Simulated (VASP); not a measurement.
Wanted: the native input for a VASP 6.6.1 run.

| Quantity | Value |
| --- | --- |
| Task | single point |
| Functional | PBE |
| Potentials or basis | VASP PAW PBE potentials, release 64 (Fe) |
| Cutoff | 600 eV |
| k mesh | 16 × 16 × 16 |
| Occupations | methfessel-paxton, width 0.6 eV |
| Spin | no spin polarisation |
| Dipole correction | no |
| Further INCAR settings | ALGO = Normal; EDIFF = 1e-06; NBANDS = 10 |

The structure of Fe lies in POSCAR:

```
Fe
1.0
   -1.3807996972      1.3807996972      1.3807996972
    1.3807996972     -1.3807996972      1.3807996972
    1.3807996972      1.3807996972     -1.3807996972
Fe
1
Direct
    0.0000000000      0.0000000000      0.0000000000
```

These files were run (other wordings do the same):

INCAR

```
PREC     = Accurate       # precision mode
ENCUT    = 600            # plane-wave cutoff, eV
EDIFF    = 1E-6           # SCF threshold, eV
ISMEAR   = 1              # smearing method
SIGMA    = 0.6            # smearing width, eV
LREAL    = F              # projectors in reciprocal space
LASPH    = T              # aspherical terms in the spheres
NELM     = 120            # most SCF steps
ALGO     = Normal         # electronic algorithm
ISIF     = 2              # what is computed and relaxed
LWAVE    = F              # write WAVECAR
LCHARG   = F              # write CHGCAR
GGA      = PE             # functional
NBANDS   = 10             # bands
GGA_COMPAT= F
```

KPOINTS

```
Automatic mesh
0
Gamma
  16 16 16
```

Potentials or basis: VASP PAW PBE potentials, release 64 (Fe).

The run is started by

```sh
$ cat potpaw_PBE.64/Fe/POTCAR > POTCAR
$ mpirun -np 1 vasp_std > vasp.out
```

Results of the run:

- Pressure: -0.2 GPa
- Band gap on the k mesh: zero (bands 4 and 5 overlap by 2.03 eV)

Caveat: so wide a smearing shifts energies and pressures; the run has no spin polarisation, though such a crystal can be magnetic.

Run time: 11 s on 1 thread of Intel(R) Xeon(R) Platinum 8375C CPU @ 2.90GHz (Ice Lake) (shared host), peak memory 0.13 GiB.
